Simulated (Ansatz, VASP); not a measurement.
# One calculation of PbF2, two programs

```xyz
3
Lattice="0.0000 2.9637 2.9637 2.9637 0.0000 2.9637 2.9637 2.9637 0.0000" Properties=species:S:1:pos:R:3 pbc="T T T"
Pb    0.0000    0.0000    0.0000
F     4.4455    4.4455    4.4455
F     1.4818    1.4818    1.4818
```

Alike in both runs: functional LDA; k mesh 8 × 8 × 8; occupations fermi-dirac, width 0.05 eV; no spin polarisation.

|  | VASP | Ansatz |
| --- | --- | --- |
| version | VASP 6.6.1 | Ansatz 0.2.0 |
| potentials or method | VASP PAW LDA potentials, release 64 (Pb_d, F) | Ansatz PAW |
| plane-wave cutoff (eV) | 600 | 420 |
| valence electrons in the cell | 28 | 28 |
| task | single point | band structure |

Ansatz gave:

```
gap on the k mesh at the Fermi level (eV) : 4.26
least direct gap on the mesh (eV)         : 4.42
pressure (GPa)                            : -4.5
```

Estimate VASP's values.

gap on the k mesh at the Fermi level (eV): 4.22; least direct gap on the mesh (eV): 4.38; pressure (GPa): -4.6.

LDA's correlation is that of Perdew and Zunger in VASP and of Perdew and Wang (1992) in Ansatz.

Neither program's run includes spin-orbit coupling.
